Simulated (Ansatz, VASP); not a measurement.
Two plane-wave programs on Pt

The input INCAR:

```
ALGO     = Normal         # electronic algorithm
EDIFF    = 1E-6           # SCF threshold, eV
ENCUT    = 520            # plane-wave cutoff, eV
GGA      = CA             # functional
ISIF     = 2              # what is computed and relaxed
ISMEAR   = 1              # smearing method
LASPH    = True           # aspherical terms in the spheres
LCHARG   = False          # write CHGCAR
LREAL    = False          # projectors in reciprocal space
LWAVE    = False          # write WAVECAR
NBANDS   = 11             # bands
NELM     = 80             # most SCF steps
PREC     = Accurate       # precision mode
SIGMA    = 0.2            # smearing width, eV
```

KPOINTS

```
k-points
0
Gamma
  14 14 14
```

POSCAR

```
Pt
1.0
    0.0000000000      1.9474302061      1.9474302061
    1.9474302061      0.0000000000      1.9474302061
    1.9474302061      1.9474302061      0.0000000000
Pt
1
Direct
    0.0000000000      0.0000000000      0.0000000000
```

Input for Ansatz:

```yaml
crystal:
  lattice:
    - [0.0, 1.9474302061, 1.9474302061]
    - [1.9474302061, 0.0, 1.9474302061]
    - [1.9474302061, 1.9474302061, 0.0]
  atoms:
    - { symbol: Pt, position: [0.0, 0.0, 0.0] }
hamiltonian:
  xc: lda
  pseudopotentials:
    kind: paw
    azcp:
      Pt: "pseudopotentials/Pt.paw.azcp"
basis:
  ecutwfc: 420
  fft_grid_basis: typed
kpoints:
  mp_grid: { grid: [14, 14, 14], shift: [0, 0, 0] }
magnetization:
  spin_polarized: false
scf:
  occupations: { method: methfessel_paxton, width: 0.2 }
  lower_state_search: "off"
output:
  stress: true
```

Alike in both runs: task single point; functional LDA; k mesh 14 × 14 × 14; occupations methfessel-paxton of order 1, width 0.2 eV; no spin polarisation.

```csv
,VASP,Ansatz
version,VASP 6.6.1,Ansatz 0.2.0
potentials or method,"VASP PAW LDA potentials, release 64 (Pt), cutoff 520 eV","plane waves (420 eV) with PAW, scalar-relativistic"
valence electrons in the cell,10,18
```

Ansatz gave:

* pressure (GPa): -0.4

Problem. What did VASP give for the same quantities?

Solution. Pressure (GPa): 0.3.

Ansatz warns that its potentials were made for another functional, while VASP's fit it. LDA's correlation is that of Perdew and Zunger in VASP and of Perdew and Wang (1992) in Ansatz. VASP's potentials hold 10 valence electrons a cell and Ansatz's 18, so a difference there can come from the potentials and not from the codes.

Neither program's run includes spin-orbit coupling.
